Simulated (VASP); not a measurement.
SnO2, 12 atoms in the cell. Symmetry: Cm, No. 8, monoclinic system. The conventional cell has a = 5.607 Å, b = 3.237 Å, c = 4.680 Å, α = 90.00°, β = 113.54°, γ = 90.00°. Sn (site symmetry m) has 6 O at 2.00 to 2.18 Å within 2.6 Å. Within 2.7 Å of O (site symmetry m) lie 3 Sn at 2.05 to 2.15 Å and 2 O at 2.66 Å. O (site symmetry m) has 3 Sn at 2.00 to 2.18 Å and 2 O at 2.66 Å within 2.7 Å.  This cell differs from its parent crystal: atoms displaced along a vibrational mode.

| Quantity | Value |
| --- | --- |
| Program | VASP 6.6.1 |
| Task | single point |
| Functional | PBE |
| Dispersion | D3(BJ) |
| Potentials or basis | VASP PAW PBE potentials, release 64 (Sn_d, O) |
| Cutoff | 520 eV |
| k mesh | 6 × 6 × 6 |
| Occupations | gaussian, width 0.05 eV |
| Spin | no spin polarisation |
| Dipole correction | no |
| Further INCAR settings | ALGO = Normal; EDIFF = 1e-06; NBANDS = 64 |

Potentials or basis: VASP PAW PBE potentials, release 64 (Sn_d, O).

Command:

```console
$ cat potpaw_PBE.64/Sn_d/POTCAR potpaw_PBE.64/O/POTCAR > POTCAR
$ mpirun -np 1 vasp_std > vasp.out
```

Hardware: 1 thread of Intel(R) Xeon(R) 6975P-C (Granite Rapids), with other jobs on the host.

Question: Estimate the wall time of this run.

Answer: It took 6.7 min on 1 thread of Intel(R) Xeon(R) 6975P-C (Granite Rapids), on a shared host, peak memory 0.57 GiB. Counts: scf iterations 15, k points 68.
